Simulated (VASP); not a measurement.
Be2CdS2:

```
Be Cd S
1.0
     4.84487    0.00000    0.00000
    -2.42244    4.19578    0.00000
     0.00000    0.00000    4.67304
Be Cd S
2 1 2
Direct
  0.33333 0.66667 0.00000
  0.66667 0.33333 0.00000
  0.00000 0.00000 0.00000
  0.33333 0.66667 0.50000
  0.66667 0.33333 0.50000
```

The cell was built from a structure type or drawn by symmetry, and may not be a known phase.

| Item | Value |
| --- | --- |
| Program | VASP 6.6.1 |
| Task | relaxation of cell and atoms |
| Functional | PBE |
| Potentials or basis | VASP PAW PBE potentials, release 64 (Be, Cd_sv_GW, S) |
| Cutoff | 600 eV |
| k mesh | 6 × 6 × 4 |
| Occupations | gaussian, width 0.1 eV |
| Spin | no spin polarisation |

At the start: pressure -8.1 GPa; volume 19.00 Å³/atom.

Task: Where does the relaxation end?

Result: Over 35 steps the energy falls by 487.4 meV/atom and the volume is 26.68 Å³/atom (+40.4 %); space group P6/mmm (No. 191, to 0.1 Å) before and after.

Step by step:
```tsv
step	energy change (eV)	largest force (eV/Å)	pressure (GPa)	volume (Å³)
1	0.0000	0.0000	-8.08	94.99
2	-0.4458	0.0000	-2.18	82.41
3	-0.4683	0.0000	0.07	79.48
4	-0.4682	0.0000	0.32	79.19
5	-0.4725	0.0000	0.35	79.27
6	-0.4972	0.0000	0.41	79.50
7	-0.5826	0.0000	1.29	79.88
8	-0.7338	0.0000	6.33	80.32
9	-0.1688	0.0000	24.59	79.79
10	-0.8064	0.0000	8.36	80.37
11	-0.7981	0.0000	14.68	80.25
12	-0.8479	0.0000	12.19	80.33
13	-0.8433	0.0000	12.63	80.32
14	-0.8433	0.0000	12.64	80.32
15	-0.8436	0.0000	12.68	80.33
16	-0.8441	0.0000	12.74	80.35
17	-0.8448	0.0000	12.87	80.39
18	-0.8454	0.0000	13.13	80.46
19	-0.8465	0.0000	13.12	80.47
20	-0.8496	0.0000	13.08	80.52
21	-0.8558	0.0000	13.02	80.60
22	-0.8681	0.0000	12.88	80.77
23	-0.8924	0.0000	12.62	81.10
24	-0.9399	0.0000	12.11	81.78
25	-1.0309	0.0000	11.20	83.14
26	-1.1990	0.0000	9.69	85.89
27	-1.4960	0.0000	7.42	91.55
28	-1.9492	0.0000	3.56	103.45
29	-2.3856	0.0000	-0.88	129.71
30	-2.3908	0.0000	-1.91	136.52
31	-2.3947	0.0000	-1.50	133.98
32	-2.4247	0.0000	-0.45	137.16
33	-2.4310	0.0000	-0.74	136.26
34	-2.4358	0.0000	-0.32	134.60
35	-2.4369	0.0000	-0.02	133.38
```

Final structure:
```
Be Cd S
1.0
     6.45512    0.00000    0.00000
    -3.22756    5.59030    0.00000
     0.00000    0.00000    3.69628
Be Cd S
2 1 2
Direct
  0.33333 0.66667 0.00000
  0.66667 0.33333 0.00000
  0.00000 0.00000 0.00000
  0.33333 0.66667 0.50000
  0.66667 0.33333 0.50000
```

Caveat: the volume moved by over 15 % at a fixed basis, so the end points are rough.
